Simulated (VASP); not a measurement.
Set up this calculation in VASP 6.6.1, as the native input.

- Task: electric field gradients
- Functional: LDA
- Potentials or basis: VASP PAW LDA potentials, release 64 (Na_pv, I)
- Cutoff: 520 eV
- k mesh: 8 × 8 × 8
- Occupations: fermi-dirac, width 0.02 eV
- Spin: no spin polarisation
- Dipole correction: no
- Further INCAR settings: ALGO = Normal; EDIFF = 1e-08; NBANDS = 14

The structure of NaI lies in POSCAR:

```
NaI
1.0
    0.0000000000      3.2789890945      3.2789890945
    3.2789890945      0.0000000000      3.2789890945
    3.2789890945      3.2789890945      0.0000000000
Na I
1 1
Direct
    0.0000000000      0.0000000000      0.0000000000
    0.5000000000      0.5000000000      0.5000000000
```

The input as run:

INCAR

```
PREC = Accurate
ENCUT = 520
EDIFF = 1E-8
ISMEAR = -1
SIGMA = 0.02
LREAL = False
LASPH = True
NELM = 100
ALGO = Normal
ISIF = 2
LWAVE = False
LCHARG = False
GGA = CA
LEFG = True
NBANDS = 14
```

KPOINTS

```
Automatic mesh
0
Gamma
  8 8 8
```

Potentials or basis: VASP PAW LDA potentials, release 64 (Na_pv, I).

Run with:

```console
$ cat potpaw_LDA.64/Na_pv/POTCAR potpaw_LDA.64/I/POTCAR > POTCAR
$ mpirun -np 1 vasp_std > vasp.out
```

It gave:

The pressure is -2.1 GPa and the band gap on the k mesh is 3.25 eV. The largest electric field gradient by atom is zero within the noise of the run.

Caveat: spin-orbit coupling is left out, which moves the levels of the heavy elements.

Wall time 22 s on 1 thread of Intel(R) Xeon(R) Platinum 8259CL CPU @ 2.50GHz (Skylake/Cascade Lake) (shared host), peak memory 0.18 GiB.
